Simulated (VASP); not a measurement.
Set up this calculation in VASP 6.6.1, as the native input.

* Task: single point
* Functional: PBE
* Potentials or basis: VASP PAW PBE potentials, release 64 (Al, N)
* Cutoff: 520 eV
* k mesh: 10 × 10 × 10
* Occupations: fermi-dirac, width 0.02 eV
* Spin: no spin polarisation
* Dipole correction: no
* Further INCAR settings: ALGO = Normal; EDIFF = 1e-07; NBANDS = 11

The structure of AlN lies in POSCAR:

```
AlN
1.0
    0.0000000000      2.0974813560      2.0974813560
    2.0974813560      0.0000000000      2.0974813560
    2.0974813560      2.0974813560      0.0000000000
Al N
1 1
Direct
    0.0000000000      0.0000000000      0.0000000000
    0.2500000000      0.2500000000      0.2500000000
```

This cell differs from its parent crystal: strain -4.0%.

The input as run:

INCAR

```
SYSTEM = AlN
PREC = Accurate ; ENCUT = 520
EDIFF = 1E-7 ; ISMEAR = -1
SIGMA = 0.02 ; LREAL = .FALSE.
LASPH = .TRUE. ; NELM = 60
ALGO = Normal ; ISIF = 2
LWAVE = .FALSE. ; LCHARG = .FALSE.
GGA = PE ; NBANDS = 11
```

KPOINTS

```
regular mesh
0
G
  10 10 10
  0 0 0
```

Potentials or basis: VASP PAW PBE potentials, release 64 (Al, N).

Run with:

```bash
$ cat potpaw_PBE.64/Al/POTCAR potpaw_PBE.64/N/POTCAR > POTCAR
$ mpirun -np 1 vasp_std > vasp.out
```

It gave:

```
Pressure               : 37.0 GPa
Band gap on the k mesh : 3.37 eV, indirect (least direct gap 5.27 eV)
```

Caveat: the cell differs from its parent crystal (strain -4.0%).

Wall time 7.4 s on 1 thread of Intel(R) Xeon(R) Platinum 8488C (Sapphire Rapids), with other jobs on the host, peak memory 0.13 GiB.
